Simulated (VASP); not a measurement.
Input of a VASP 6.6.1 run:

Contents of POSCAR:

```
Te
1.0
    4.4712579917      0.0000000000      0.0000000000
   -2.2356289959      3.8722230077      0.0000000000
    0.0000000000      0.0000000000      5.9487466911
Te
3
Direct
    0.2641920560      0.0000000000      0.3333333333
    0.0000000000      0.2641920560      0.6666666667
    0.7358079440      0.7358079440      0.0000000000
```

INCAR.step1

```
SYSTEM = Te
PREC = Accurate ; ENCUT = 520
ISMEAR = -1 ; SIGMA = 0.02
LREAL = .False. ; LASPH = .True.
NELM = 80 ; NBANDS = 16
GGA = PE ; ALGO = Normal
EDIFF = 1E-4 ; LWAVE = .True.
LCHARG = .False.
```

File INCAR.step2:

```
SYSTEM = Te
PREC = Accurate ; ENCUT = 520
EDIFF = 1E-7 ; ISMEAR = -1
SIGMA = 0.02 ; LREAL = .False.
LASPH = .True. ; NELM = 80
ALGO = Normal ; ISIF = 2
LWAVE = .False. ; LCHARG = .True.
METAGGA = R2SCAN ; LMIXTAU = .True.
LUSE_VDW = .True. ; IVDW_NL = 2
BPARAM = 11.95 ; CPARAM = 0.0093
LELF = .True. ; LVHAR = .True.
NBANDS = 16 ; ISTART = 1
```

Contents of KPOINTS:

```
Automatic mesh
0
Gamma
  6 6 4
  0 0 0
```

Potentials or basis: VASP PAW PBE potentials, release 64 (Te).

The run is started by

```console
$ cat potpaw_PBE.64/Te/POTCAR > POTCAR
$ cp INCAR.step1 INCAR
$ mpirun -np 1 vasp_std > vasp.out
$ cp INCAR.step2 INCAR
$ mpirun -np 1 vasp_std > vasp.out
```

Question: Predict the largest force.

Answer: 0.034 eV/Å.

Question: What does it give for the band gap on the k mesh?

Answer: 0.32 eV, direct.

Question: Estimate the pressure.

Answer: 0.2 GPa.

Forces on the atoms (eV/Å):
```
Te   0.034  0.000  0.000
Te  -0.017  0.030  0.000
Te  -0.017 -0.030  0.000
```

Caveat: the PAW data sets were made with another functional, which shifts forces and pressure a little; spin-orbit coupling is left out, which moves the levels of the heavy elements. A k mesh can miss the band edges.
